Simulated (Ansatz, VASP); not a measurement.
InP: VASP beside Ansatz

```
CELL_PARAMETERS angstrom
0.00000 2.77266 2.77266
2.77266 0.00000 2.77266
2.77266 2.77266 0.00000
ATOMIC_POSITIONS crystal
In 0.00000 0.00000 0.00000
P 0.50000 0.50000 0.50000
```

Alike in both runs: task single point; functional PBE; k mesh 6 × 6 × 6; occupations gaussian, width 0.1 eV; no spin polarisation.

```csv
,VASP,Ansatz
version,VASP 6.6.1,Ansatz 0.2.0
potentials or method,"VASP PAW PBE potentials, release 64 (In_d, P), cutoff 500 eV","scalar-relativistic, plane waves, PAW"
valence electrons in the cell,18,18
```

Ansatz gave:

| Item | Value |
| --- | --- |
| gap on the k mesh at the Fermi level (eV) | none |
| pressure (GPa) | 0.0 |

Q: Which values does VASP return?

A: gap on the k mesh at the Fermi level (eV): none; pressure (GPa): -0.1.

A gap of «none» marks a metal or a gap that the smearing closes.
